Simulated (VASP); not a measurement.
# Pt in VASP: single point with PBE

Aim: the single point of Pt with PBE.

All numbers are computed with VASP 6.6.1; they aren't measurements. Logs are shortened: lines on timing, memory, paths and dates and some standing lists are left out, and cuts for length are marked.

## 1. The cell of the first run

The cell holds a slab with vacuum, 4 atoms: a = 2.807 Å, b = 3.970 Å, c = 21.155 Å, α = 90.00°, β = 90.00°, γ = 90.00°.

## 2. Single point, PBE

Contents of INCAR:

```
SYSTEM = Pt
  ALGO = Normal
  DIPOL = 0.5 0.5 0.289
  EDIFF = 1E-6
  ENCUT = 400
  GGA = PE
  GGA_COMPAT = .FALSE.
  IDIPOL = 3
  ISIF = 2
  ISMEAR = 0
  LASPH = .TRUE.
  LCHARG = .TRUE.
  LDIPOL = .TRUE.
  LELF = .TRUE.
  LREAL = .FALSE.
  LVACPOTAV = .TRUE.
  LVHAR = .TRUE.
  LWAVE = .FALSE.
  NBANDS = 28
  NELM = 120
  NELMDL = -8
  PREC = Accurate
  SIGMA = 0.1
```

Contents of KPOINTS:

```
k-points
0
G
  9 7 1
  0 0 0
```

Contents of POSCAR:

```
Pt
1.0
    2.8071640675      0.0000000000      0.0000000000
    0.0000000000      3.9699294961      0.0000000000
    0.0000000000      0.0000000000     21.1553936849
Pt
4
Direct
    0.5000000000      0.5000000000      0.1890770770
    0.0000000000      0.0000000000      0.2554233740
    0.5000000000      0.5000000000      0.3268881911
    0.0000000000      0.0000000000      0.3854994999
```

Potentials or basis: VASP PAW PBE potentials, release 64 (Pt).

Launch:

```console
$ cat potpaw_PBE.64/Pt/POTCAR > POTCAR
$ mpirun -np 1 vasp_std > vasp.out
```

OUTCAR:

```text
SYSTEM = Pt
   EDIFF = 1E-6
   ENCUT = 400
   GGA = PE
   ISIF = 2
   ISMEAR = 0
   LASPH = .TRUE.
   LREAL = .FALSE.
   NELM = 120
   NELMDL = -8
   PREC = Accurate

 ion  position               nearest neighbor table
   1  0.500  0.500  0.189-   2 2.81   2 2.81   2 2.81   2 2.81   3 2.92
   2  0.000  0.000  0.255-   4 2.75   1 2.81   1 2.81   1 2.81   1 2.81   3 2.86   3 2.86   3 2.86
                             3 2.86
   3  0.500  0.500  0.327-   4 2.73   4 2.73   4 2.73   4 2.73   2 2.86   2 2.86   2 2.86   2 2.86
                             1 2.92
   4  0.000  0.000  0.385-   3 2.73   3 2.73   3 2.73   3 2.73   2 2.75

  LATTYP: Found a simple orthorhombic cell.
 ALAT       =     2.8071640675
 B/A-ratio  =     1.4142135624
 C/A-ratio  =     7.5362156170

  Lattice vectors:

 A1 = (   2.8071640675,   0.0000000000,   0.0000000000)
 A2 = (   0.0000000000,   3.9699294961,   0.0000000000)
 A3 = (   0.0000000000,   0.0000000000,  21.1553936849)

Analysis of symmetry for initial positions (statically):
=====================================================================
 Subroutine PRICEL returns:
 Original cell was already a primitive cell.

 Routine SETGRP: Setting up the symmetry group for a
 simple orthorhombic supercell.

 Subroutine GETGRP returns: Found  4 space group operations
 (whereof  4 operations were pure point group operations)
 out of a pool of  8 trial point group operations.

The static configuration has the point symmetry C_2v.

Analysis of symmetry for dynamics (positions and initial velocities):
=====================================================================
 Subroutine PRICEL returns:
 Original cell was already a primitive cell.

 Routine SETGRP: Setting up the symmetry group for a
 simple orthorhombic supercell.

 Subroutine GETGRP returns: Found  4 space group operations
 (whereof  4 operations were pure point group operations)
 out of a pool of  8 trial point group operations.

The dynamic configuration has the point symmetry C_2v.

 Subroutine INISYM returns: Found  4 space group operations
 (whereof  4 operations are pure point group operations),
 and found     1 'primitive' translations

----------------------------------------------------------------------------------------

                                     Primitive cell

  volume of cell :     235.7609

  direct lattice vectors                    reciprocal lattice vectors
     2.807164068  0.000000000  0.000000000     0.356231405  0.000000000  0.000000000
     0.000000000  3.969929496  0.000000000     0.000000000  0.251893642  0.000000000
     0.000000000  0.000000000 21.155393685     0.000000000  0.000000000  0.047269269

  length of vectors
     2.807164068  3.969929496 21.155393685     0.356231405  0.251893642  0.047269269

  position of ions in fractional coordinates (direct lattice)
     0.500000000  0.500000000  0.189077077
     0.000000000  0.000000000  0.255423374
     0.500000000  0.500000000  0.326888191
     0.000000000  0.000000000  0.385499500

  ion indices of the primitive-cell ions
   primitive index   ion index
                 1           1
                 2           2
                 3           3
                 4           4

----------------------------------------------------------------------------------------

 KPOINTS: k-points

Automatic generation of k-mesh.
 Grid dimensions read from file:
 generate k-points for:    9    7    1

 Generating k-lattice:

  Cartesian coordinates                     Fractional coordinates (reciprocal lattice)
     0.039581267  0.000000000  0.000000000     0.111111111  0.000000000  0.000000000
     0.000000000  0.035984806  0.000000000     0.000000000  0.142857143  0.000000000
     0.000000000  0.000000000  0.047269269     0.000000000  0.000000000  1.000000000

  Length of vectors
     0.039581267  0.035984806  0.047269269

  Shift w.r.t. Gamma in fractional coordinates (k-lattice)
     0.000000000  0.000000000  0.000000000

 Subroutine IBZKPT returns following result:
 ===========================================

 Found     20 irreducible k-points:

 Following reciprocal coordinates:
            Coordinates               Weight
  0.000000  0.000000  0.000000      1.000000
  0.111111  0.000000  0.000000      2.000000
  0.222222  0.000000  0.000000      2.000000
  0.333333  0.000000  0.000000      2.000000
  0.444444  0.000000  0.000000      2.000000
  0.000000  0.142857  0.000000      2.000000
[... 12 lines left out ...]
  0.333333  0.428571  0.000000      4.000000
  0.444444  0.428571  0.000000      4.000000
   k-points           NKPTS =     20   k-points in BZ     NKDIM =     20   number of bands    NBANDS=     28
   number of dos      NEDOS =    301   number of ions     NIONS =      4
   total plane-waves  NPLWV =  70560
   dimension x,y,z NGX =    18 NGY =   28 NGZ =  140
   dimension x,y,z NGXF=    36 NGYF=   56 NGZF=  280
   ions per type =               4
   NGX,Y,Z   is equivalent  to a cutoff of  10.66, 11.73, 11.00 a.u.
   NGXF,Y,Z  is equivalent  to a cutoff of  21.32, 23.45, 22.00 a.u.
 SYSTEM =  Pt
   PREC   = accura    normal or accurate (medium, high low for compatibility)
   ISTART =      0    job   : 0-new  1-cont  2-samecut
   ICHARG =      2    charge: 1-file 2-atom 10-const
   ISPIN  =      1    spin polarized calculation?
   LNONCOLLINEAR =      F non collinear calculations
   LSORBIT =      F    spin-orbit coupling
   LASPH  =      T    aspherical Exc in radial PAW
   ENCUT  =  400.0 eV  29.40 Ry    5.42 a.u.   4.58  6.47 34.50*2*pi/ulx,y,z
   NELM   =    120;   NELMIN=  2; NELMDL= -8     # of ELM steps
   EDIFF  = 0.1E-05   stopping-criterion for ELM
   LREAL  =      F    real-space projection
[... 7 lines left out ...]
   TEBEG  =    0.0;   TEEND  =   0.0 temperature during run
   PSTRESS=    0.0 pullay stress
   NELECT =      40.0000    total number of electrons
   NUPDOWN=      -1.0000    fix difference up-down
   EMIN   =  10.00;   EMAX   =-10.00  energy-range for DOS
   EFERMI =   0.00;   METHOD = LEGACY
   ISMEAR =     0;   SIGMA  =   0.10  broadening in eV -4-tet -1-fermi 0-gaus
   EFERMI_NEDOS =   21; number of points for ismear=-14 and -15
   IALGO  =     38    algorithm
   IMIX   =      4    mixing-type and parameters
     AMIX     =   0.40;   BMIX     =  1.00
     AMIX_MAG =   1.60;   BMIX_MAG =  1.00
  volume/ion in A,a.u.               =      58.94       397.75
  Fermi-wavevector in a.u.,A,eV,Ry     =   0.906298  1.712655 11.175495  0.821376
  Thomas-Fermi vector in A             =   2.029969
   LORBIT       =      0    0 simple, 1 ext, 2 COOP (PROOUT), +10 PAW based schemes
   GGA     = PE    functional components
   LHFCALC =     F    Hartree Fock is set to
   AEXX    =    0.0000 exact exchange contribution
   IVDW    =     0    specifies the selected vdW correction
   LEPSILON=     F    determine dielectric tensor
   LRPA    =     F    only Hartree local field effects (RPA)
 non-spin polarized calculation
 Gauss-broadening in eV      SIGMA  =   0.10
  energy-cutoff  :      400.00
  volume of cell :      235.76
 maximum number of plane-waves:      4317
   NGX =  9   NGY = 13   NGZ = 69

 dipolmoment           0.000000      0.000000      0.016598 electrons x Angstroem

 number of electron      40.0000004 magnetization

 dipolmoment           0.000000      0.000000     -0.007105 electrons x Angstroem

 Free energy of the ion-electron system (eV)
  ---------------------------------------------------
  ext. energy  EPLUGINS =         0.00000000
  ---------------------------------------------------
  free energy    TOTEN  =       -21.70600096 eV

  energy without entropy =      -21.66980911  energy(sigma->0) =      -21.68790503

 E-fermi :  -1.2485     XC(G=0):  -4.4852

 val. band max:       -1.2568277704   @ k =   0.3333   0.0000   0.0000
 cond. band min:      -1.2255867119   @ k =   0.1111   0.1429   0.0000
 fundamental gap:      0.0312410585
 Fermi energy:        -1.2485183170

 k-point     1 :       0.0000    0.0000    0.0000
  band No.  band energies     occupation
      1      -9.6429      2.00000
      2      -7.2982      2.00000
      3      -7.1534      2.00000
      4      -6.1421      2.00000
      5      -6.0209      2.00000
      6      -5.0606      2.00000
[... 20 lines left out ...]
     27       4.5494      0.00000
     28       4.7075      0.00000

 k-point     2 :       0.1111    0.0000    0.0000
  band No.  band energies     occupation
      1      -9.3320      2.00000
      2      -7.0610      2.00000
      3      -6.8416      2.00000
      4      -5.8643      2.00000
      5      -5.7839      2.00000
      6      -5.3156      2.00000
[... 20 lines left out ...]
     27       4.7971      0.00000
     28       4.9538      0.00000

 k-point     3 :       0.2222    0.0000    0.0000
  band No.  band energies     occupation
      1      -8.5038      2.00000
      2      -6.7175      2.00000
      3      -6.0391      2.00000
      4      -5.8895      2.00000
      5      -5.6305      2.00000
      6      -5.5345      2.00000
[... 20 lines left out ...]
     27       5.6656      0.00000
     28       5.6832      0.00000

 k-point     4 :       0.3333    0.0000    0.0000
  band No.  band energies     occupation
      1      -7.5494      2.00000
      2      -6.7066      2.00000
      3      -6.4180      2.00000
      4      -6.1762      2.00000
      5      -5.8282      2.00000
      6      -5.2564      2.00000
[... 454 lines left out ...]
     27       5.9535      0.00000
     28       6.5660      0.00000

 k-point    19 :       0.3333    0.4286    0.0000
  band No.  band energies     occupation
      1      -6.9091      2.00000
      2      -6.5727      2.00000
      3      -5.7958      2.00000
      4      -5.4304      2.00000
      5      -5.3124      2.00000
      6      -5.0511      2.00000
[... 20 lines left out ...]
     27       6.4530      0.00000
     28       7.2355      0.00000

 k-point    20 :       0.4444    0.4286    0.0000
  band No.  band energies     occupation
      1      -7.0506      2.00000
      2      -6.8458      2.00000
      3      -5.8625      2.00000
      4      -5.6428      2.00000
      5      -5.3389      2.00000
      6      -5.1537      2.00000
[... 20 lines left out ...]
     27       5.4960      0.00000
     28       5.7340      0.00000

------------------------ aborting loop because EDIFF is reached ----------------------------------------

  FORCE on cell =-STRESS in cart. coord.  units (eV):
  Direction    XX          YY          ZZ          XY          YZ          ZX
  --------------------------------------------------------------------------------------
  -------------------------------------------------------------------------------------
  Total       -7.6633845     -5.1980699     -1.5568229      0.0000000      0.0000000      0.0000000
  in kB      -52.0786237    -35.3249044    -10.5798152      0.0000000      0.0000000      0.0000000
  external PRESSURE =     -32.6611144 kB  Pullay stress =       0.0000000 kB

 VOLUME and BASIS-vectors are now :
 -----------------------------------------------------------------------------
  energy-cutoff  :      400.00
  volume of cell :      235.76
      direct lattice vectors                 reciprocal lattice vectors
     2.807164068  0.000000000  0.000000000     0.356231405  0.000000000  0.000000000
     0.000000000  3.969929496  0.000000000     0.000000000  0.251893642  0.000000000
     0.000000000  0.000000000 21.155393685     0.000000000  0.000000000  0.047269269

 POSITION                                       TOTAL-FORCE (eV/Angst)
 -----------------------------------------------------------------------------------
      1.40358      1.98496      4.00000         0.000000      0.000000      0.929299
      0.00000      0.00000      5.40358         0.000000      0.000000     -0.818545
      1.40358      1.98496      6.91545         0.000000      0.000000     -0.083127
      0.00000      0.00000      8.15539         0.000000      0.000000     -0.027627
 -----------------------------------------------------------------------------------
    total drift:                                0.000000      0.000000      0.000179

  FREE ENERGIE OF THE ION-ELECTRON SYSTEM (eV)
  ---------------------------------------------------
  free  energy   TOTEN  =       -21.7060009607 eV

  energy  without entropy=      -21.6698091054  energy(sigma->0) =      -21.68790503

 vacuum level on the upper side and lower side of the slab         4.130         4.245
```

Run time: 5.3 min. Hardware: 1 thread of Intel Xeon 8259CL, shared host; peak memory 0.28 GiB.

Results:

```yaml
Free_energy: -21.7060 eV
Largest_force: 0.929 eV/Å
Band_gap_on_the_k_mesh: zero (bands 20 and 21 overlap by 0.50 eV)
```

Forces on the atoms (eV/Å):
```
Pt   0.000  0.000  0.929
Pt   0.000  0.000 -0.819
Pt   0.000  0.000 -0.083
Pt   0.000  0.000 -0.028
```

Caveat: spin-orbit coupling is left out, which moves the levels of the heavy elements.

The gap in the log of VASP goes by the Fermi energy; the results here count the filled bands.